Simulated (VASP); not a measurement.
# BaF2 (Fm-3m) in VASP: single point with r2SCAN

Aim: the single point of BaF2 with r2SCAN.

Program: VASP 6.6.1. These are calculated values, not measurements. Logs are shortened: lines on timing, memory, paths and dates and some standing lists are left out, and cuts for length are marked.

**1. The cell of the first run**

The structure is cubic, space group Fm-3m (No. 225). Conventional cell: a = 5.890 Å, b = 5.890 Å, c = 5.890 Å, α = 90.00°, β = 90.00°, γ = 90.00°. Ba (site symmetry m-3m) has 8 F at 2.55 Å within 3.4 Å. Within 3.4 Å of F (site symmetry -43m) lie 4 Ba at 2.55 Å and 6 F at 2.95 Å.

**2. Single point, r2SCAN (strain -0.050 along x and y, -0.050 along z)**

POSCAR reads:

```
BaF2
1.0
    0.0000000000      2.9450475000      2.9450475000
    2.9450475000      0.0000000000      2.9450475000
    2.9450475000      2.9450475000      0.0000000000
Ba F
1 2
Direct
    0.0000000000      0.0000000000      0.0000000000
    0.2500000000      0.2500000000      0.2500000000
    0.7500000000      0.7500000000      0.7500000000
```

INCAR.step1 reads:

```
SYSTEM = BaF2
ALGO = Normal ; EDIFF = 1E-5
ENCUT = 1490 ; GGA = PE
GGA_COMPAT = .False. ; ISMEAR = 0
LASPH = .True. ; LCHARG = .False.
LREAL = .False. ; LWAVE = .True.
NBANDS = 19 ; NELM = 120
PREC = Accurate ; SIGMA = 0.05
```

INCAR.step2 reads:

```
SYSTEM = BaF2
ALGO = Normal ; EDIFF = 1E-6
ENCUT = 1490 ; GGA_COMPAT = .False.
ISIF = 2 ; ISMEAR = 0
ISTART = 1 ; LASPH = .True.
LCHARG = .False. ; LMIXTAU = .True.
LREAL = .False. ; LWAVE = .False.
METAGGA = R2SCAN ; NBANDS = 19
NELM = 120 ; PREC = Accurate
SIGMA = 0.05
```

KPOINTS reads:

```
k-points
0
Gamma
  6 6 6
  0 0 0
```

Potentials or basis: VASP PAW PBE potentials, release 64 (Ba_sv, F_h).

Run with:

```bash
cat potpaw_PBE.64/Ba_sv/POTCAR potpaw_PBE.64/F_h/POTCAR > POTCAR
cp INCAR.step1 INCAR
mpirun -np 1 vasp_std > vasp.out
cp INCAR.step2 INCAR
mpirun -np 1 vasp_std > vasp.out
```

OUTCAR:

```text
SYSTEM = BaF2
   EDIFF = 1E-6
   ENCUT = 1490
   ISIF = 2
   ISMEAR = 0
   ISTART = 1
   LASPH = .True.
   LREAL = .False.
   METAGGA = R2SCAN
   NELM = 120
   PREC = Accurate

 ion  position               nearest neighbor table
   1  0.000  0.000  0.000-   3 2.55   3 2.55   3 2.55   2 2.55   3 2.55   2 2.55   2 2.55   2 2.55

   2  0.250  0.250  0.250-   1 2.55   1 2.55   1 2.55   1 2.55
   3  0.750  0.750  0.750-   1 2.55   1 2.55   1 2.55   1 2.55

  LATTYP: Found a face centered cubic cell.
 ALAT       =     5.8900950000

  Lattice vectors:

 A1 = (   0.0000000000,   2.9450475000,   2.9450475000)
 A2 = (   2.9450475000,   0.0000000000,   2.9450475000)
 A3 = (   2.9450475000,   2.9450475000,   0.0000000000)

Analysis of symmetry for initial positions (statically):
=====================================================================
 Subroutine PRICEL returns:
 Original cell was already a primitive cell.

 Routine SETGRP: Setting up the symmetry group for a
 face centered cubic supercell.

 Subroutine GETGRP returns: Found 48 space group operations
 (whereof 48 operations were pure point group operations)
 out of a pool of 48 trial point group operations.

The static configuration has the point symmetry O_h .

Analysis of symmetry for dynamics (positions and initial velocities):
=====================================================================
 Subroutine PRICEL returns:
 Original cell was already a primitive cell.

 Routine SETGRP: Setting up the symmetry group for a
 face centered cubic supercell.

 Subroutine GETGRP returns: Found 48 space group operations
 (whereof 48 operations were pure point group operations)
 out of a pool of 48 trial point group operations.

The dynamic configuration has the point symmetry O_h .

 Subroutine INISYM returns: Found 48 space group operations
 (whereof 48 operations are pure point group operations),
 and found     1 'primitive' translations

----------------------------------------------------------------------------------------

                                     Primitive cell

  volume of cell :      51.0866

  direct lattice vectors                    reciprocal lattice vectors
     0.000000000  2.945047500  2.945047500    -0.169776549  0.169776549  0.169776549
     2.945047500  0.000000000  2.945047500     0.169776549 -0.169776549  0.169776549
     2.945047500  2.945047500  0.000000000     0.169776549  0.169776549 -0.169776549

  length of vectors
     4.164926116  4.164926116  4.164926116     0.294061608  0.294061608  0.294061608

  position of ions in fractional coordinates (direct lattice)
     0.000000000  0.000000000  0.000000000
     0.250000000  0.250000000  0.250000000
     0.750000000  0.750000000  0.750000000

  ion indices of the primitive-cell ions
   primitive index   ion index
                 1           1
                 2           2
                 3           3

----------------------------------------------------------------------------------------

 KPOINTS: k-points

Automatic generation of k-mesh.
 Grid dimensions read from file:
 generate k-points for:    6    6    6

 Generating k-lattice:

  Cartesian coordinates                     Fractional coordinates (reciprocal lattice)
    -0.028296091  0.028296091  0.028296091     0.166666667  0.000000000  0.000000000
     0.028296091 -0.028296091  0.028296091     0.000000000  0.166666667  0.000000000
     0.028296091  0.028296091 -0.028296091     0.000000000  0.000000000  0.166666667

  Length of vectors
     0.049010268  0.049010268  0.049010268

  Shift w.r.t. Gamma in fractional coordinates (k-lattice)
     0.000000000  0.000000000  0.000000000

 Subroutine IBZKPT returns following result:
 ===========================================

 Found     16 irreducible k-points:

 Following reciprocal coordinates:
            Coordinates               Weight
  0.000000  0.000000  0.000000      1.000000
  0.166667  0.000000  0.000000      8.000000
  0.333333  0.000000  0.000000      8.000000
  0.500000  0.000000  0.000000      4.000000
  0.166667  0.166667  0.000000      6.000000
  0.333333  0.166667  0.000000     24.000000
[... 8 lines left out ...]
 -0.333333  0.333333  0.166667     24.000000
 -0.333333  0.500000  0.166667     12.000000
   k-points           NKPTS =     16   k-points in BZ     NKDIM =     16   number of bands    NBANDS=     19
   number of dos      NEDOS =    301   number of ions     NIONS =      3
   total plane-waves  NPLWV = 157464
   dimension x,y,z NGX =    54 NGY =   54 NGZ =   54
   dimension x,y,z NGXF=   108 NGYF=  108 NGZF=  108
   ions per type =               1   2
   NGX,Y,Z   is equivalent  to a cutoff of  21.55, 21.55, 21.55 a.u.
   NGXF,Y,Z  is equivalent  to a cutoff of  43.11, 43.11, 43.11 a.u.
 SYSTEM =  BaF2
   PREC   = accura    normal or accurate (medium, high low for compatibility)
   ISTART =      1    job   : 0-new  1-cont  2-samecut
   ICHARG =      0    charge: 1-file 2-atom 10-const
   ISPIN  =      1    spin polarized calculation?
   LNONCOLLINEAR =      F non collinear calculations
   LSORBIT =      F    spin-orbit coupling
   LASPH  =      T    aspherical Exc in radial PAW
   ENCUT  = 1490.0 eV 109.51 Ry   10.46 a.u.  13.11 13.11 13.11*2*pi/ulx,y,z
   NELM   =    120;   NELMIN=  2; NELMDL=  0     # of ELM steps
   EDIFF  = 0.1E-05   stopping-criterion for ELM
   LREAL  =      F    real-space projection
   EDIFFG = 0.1E-04   stopping-criterion for IOM
   NSW    =      0    number of steps for IOM
   IBRION =     -1    ionic relax: 0-MD 1-quasi-New 2-CG
   NFREE  =      0    steps in history (QN), initial steepest desc. (CG)
   ISIF   =      2    stress and relaxation
   ISYM   =      2    0-nonsym 1-usesym 2-fastsym
   POTIM  = 0.5000    time-step for ionic-motion
   TEBEG  =    0.0;   TEEND  =   0.0 temperature during run
   PSTRESS=    0.0 pullay stress
   NELECT =      24.0000    total number of electrons
   NUPDOWN=      -1.0000    fix difference up-down
   EMIN   =  10.00;   EMAX   =-10.00  energy-range for DOS
   EFERMI =   0.00;   METHOD = LEGACY
   ISMEAR =     0;   SIGMA  =   0.05  broadening in eV -4-tet -1-fermi 0-gaus
   EFERMI_NEDOS =   21; number of points for ismear=-14 and -15
   IALGO  =     38    algorithm
   IMIX   =      4    mixing-type and parameters
     AMIX     =   0.40;   BMIX     =  1.00
     AMIX_MAG =   1.60;   BMIX_MAG =  1.00
  volume/ion in A,a.u.               =      17.03       114.92
  Fermi-wavevector in a.u.,A,eV,Ry     =   1.272652  2.404963 22.036577  1.619643
  Thomas-Fermi vector in A             =   2.405518
   LORBIT       =      0    0 simple, 1 ext, 2 COOP (PROOUT), +10 PAW based schemes
   METAGGA = R2SCAN    functional components
   LHFCALC =     F    Hartree Fock is set to
   AEXX    =    0.0000 exact exchange contribution
   IVDW    =     0    specifies the selected vdW correction
   LEPSILON=     F    determine dielectric tensor
   LRPA    =     F    only Hartree local field effects (RPA)
 non-spin polarized calculation
 Gauss-broadening in eV      SIGMA  =   0.05
  energy-cutoff  :     1490.00
  volume of cell :       51.09
 maximum number of plane-waves:      6710
 NGX is ok and might be reduce to    54
   NGX = 27   NGY = 27   NGZ = 27

 number of electron      24.0000000 magnetization

 Free energy of the ion-electron system (eV)
  ---------------------------------------------------
  ext. energy  EPLUGINS =         0.00000000
  ---------------------------------------------------
  free energy    TOTEN  =       -44.70046710 eV

  energy without entropy =      -44.70046710  energy(sigma->0) =      -44.70046710

 E-fermi :  -1.3040     XC(G=0): -10.0369

 val. band max:       -1.5408360624   @ k =   0.5000   0.3333   0.1667
 cond. band min:       6.3778273530   @ k =   0.5000   0.5000   0.0000
 fundamental gap:      7.9186634154
 Fermi energy:        -1.3040094974

 k-point     1 :       0.0000    0.0000    0.0000
  band No.  band energies     occupation
      1     -25.0861      2.00000
      2     -21.9315      2.00000
      3     -21.3202      2.00000
      4      -8.9565      2.00000
      5      -8.9565      2.00000
      6      -8.9565      2.00000
[... 11 lines left out ...]
     18      12.0512      0.00000
     19      15.7226      0.00000

 k-point     2 :       0.1667    0.0000    0.0000
  band No.  band energies     occupation
      1     -24.9593      2.00000
      2     -21.9717      2.00000
      3     -21.4779      2.00000
      4      -9.0491      2.00000
      5      -9.0380      2.00000
      6      -9.0380      2.00000
[... 11 lines left out ...]
     18      12.0607      0.00000
     19      14.6492      0.00000

 k-point     3 :       0.3333    0.0000    0.0000
  band No.  band energies     occupation
      1     -24.6582      2.00000
      2     -22.1268      2.00000
      3     -21.7662      2.00000
      4      -9.1898      2.00000
      5      -9.1886      2.00000
      6      -9.1886      2.00000
[... 11 lines left out ...]
     18      12.1128      0.00000
     19      14.1573      0.00000

 k-point     4 :       0.5000    0.0000    0.0000
  band No.  band energies     occupation
      1     -24.4691      2.00000
      2     -22.2943      2.00000
      3     -21.8591      2.00000
      4      -9.2587      2.00000
      5      -9.2587      2.00000
      6      -9.2438      2.00000
[... 11 lines left out ...]
     18      12.1628      0.00000
     19      15.2156      0.00000

 k-point     5 :       0.1667    0.1667    0.0000
  band No.  band energies     occupation
      1     -24.9154      2.00000
      2     -21.9785      2.00000
      3     -21.5381      2.00000
      4      -9.1627      2.00000
      5      -9.1627      2.00000
      6      -8.8795      2.00000
[... 11 lines left out ...]
     18      12.1502      0.00000
     19      15.8058      0.00000

 k-point     6 :       0.3333    0.1667    0.0000
  band No.  band energies     occupation
      1     -24.6639      2.00000
      2     -22.0658      2.00000
      3     -21.8202      2.00000
      4      -9.3283      2.00000
      5      -9.3259      2.00000
      6      -8.9197      2.00000
[... 11 lines left out ...]
     18      12.2631      0.00000
     19      14.6119      0.00000

 k-point     7 :       0.5000    0.1667    0.0000
  band No.  band energies     occupation
      1     -24.4099      2.00000
      2     -22.2630      2.00000
      3     -21.9726      2.00000
      4      -9.3747      2.00000
      5      -9.3744      2.00000
      6      -9.0965      2.00000
[... 11 lines left out ...]
     18      12.3527      0.00000
     19      15.0164      0.00000

 k-point     8 :      -0.3333    0.1667    0.0000
  band No.  band energies     occupation
      1     -24.4788      2.00000
      2     -22.1987      2.00000
      3     -21.9449      2.00000
      4      -9.2844      2.00000
      5      -9.2644      2.00000
      6      -9.2370      2.00000
[... 80 lines left out ...]
 k-point    12 :      -0.3333    0.3333    0.0000
  band No.  band energies     occupation
      1     -24.2682      2.00000
      2     -22.2702      2.00000
      3     -22.1535      2.00000
      4      -9.4854      2.00000
      5      -9.4660      2.00000
      6      -9.0349      2.00000
[... 11 lines left out ...]
     18      13.7715      0.00000
     19      15.7155      0.00000

 k-point    13 :       0.5000    0.5000    0.0000
  band No.  band energies     occupation
      1     -24.1891      2.00000
      2     -22.4035      2.00000
      3     -22.1155      2.00000
      4      -9.6866      2.00000
      5      -9.6866      2.00000
      6      -8.6098      2.00000
[... 11 lines left out ...]
     18      13.8540      0.00000
     19      15.5277      0.00000

 k-point    14 :       0.5000    0.3333    0.1667
  band No.  band energies     occupation
      1     -24.4179      2.00000
      2     -22.1385      2.00000
      3     -22.0877      2.00000
      4      -9.5249      2.00000
      5      -9.3539      2.00000
      6      -8.9712      2.00000
[... 11 lines left out ...]
     18      13.0265      0.00000
     19      15.2249      0.00000

 k-point    15 :      -0.3333    0.3333    0.1667
  band No.  band energies     occupation
      1     -24.2682      2.00000
      2     -22.2708      2.00000
      3     -22.1529      2.00000
      4      -9.6177      2.00000
      5      -9.1862      2.00000
      6      -9.1830      2.00000
[... 11 lines left out ...]
     18      13.7032      0.00000
     19      15.2395      0.00000

 k-point    16 :      -0.3333    0.5000    0.1667
  band No.  band energies     occupation
      1     -24.1887      2.00000
      2     -22.3340      2.00000
      3     -22.1901      2.00000
      4      -9.7177      2.00000
      5      -9.4260      2.00000
      6      -8.8886      2.00000
[... 11 lines left out ...]
     18      15.4389      0.00000
     19      15.4461      0.00000

------------------------ aborting loop because EDIFF is reached ----------------------------------------

  FORCE on cell =-STRESS in cart. coord.  units (eV):
  Direction    XX          YY          ZZ          XY          YZ          ZX
  --------------------------------------------------------------------------------------
  -------------------------------------------------------------------------------------
  Total        4.8557136      4.8557136      4.8557136      0.0000000      0.0000000     -0.0000000
  in kB      152.2848635    152.2848635    152.2848635      0.0000000      0.0000000     -0.0000000
  external PRESSURE =     152.2848635 kB  Pullay stress =       0.0000000 kB

 VOLUME and BASIS-vectors are now :
 -----------------------------------------------------------------------------
  energy-cutoff  :     1490.00
  volume of cell :       51.09
      direct lattice vectors                 reciprocal lattice vectors
     0.000000000  2.945047500  2.945047500    -0.169776549  0.169776549  0.169776549
     2.945047500  0.000000000  2.945047500     0.169776549 -0.169776549  0.169776549
     2.945047500  2.945047500  0.000000000     0.169776549  0.169776549 -0.169776549

 POSITION                                       TOTAL-FORCE (eV/Angst)
 -----------------------------------------------------------------------------------
      0.00000      0.00000      0.00000        -0.000000     -0.000000     -0.000000
      1.47252      1.47252      1.47252         0.000000      0.000000      0.000000
      4.41757      4.41757      4.41757        -0.000000     -0.000000      0.000000
 -----------------------------------------------------------------------------------
    total drift:                                0.000000      0.000000      0.000000

  FREE ENERGIE OF THE ION-ELECTRON SYSTEM (eV)
  ---------------------------------------------------
  free  energy   TOTEN  =       -44.7004670979 eV

  energy  without entropy=      -44.7004670978  energy(sigma->0) =      -44.70046710
```

Run time: 5.8 min. Hardware: 1 thread of AMD EPYC 7R13 (Zen 3), shared host; peak memory 0.46 GiB.

What came out:

```yaml
Free_energy: -44.7005 eV
Pressure: 15.2 GPa
Band_gap_on_the_k_mesh: 7.92 eV (least direct gap 8.07 eV)
```

Caveat: the cell differs from its parent crystal (strain -0.050 along x and y, -0.050 along z); the cell stands under pressure; the PAW data sets were made with another functional, which shifts forces and pressure a little; spin-orbit coupling is left out, which moves the levels of the heavy elements. A k mesh can miss the band edges.
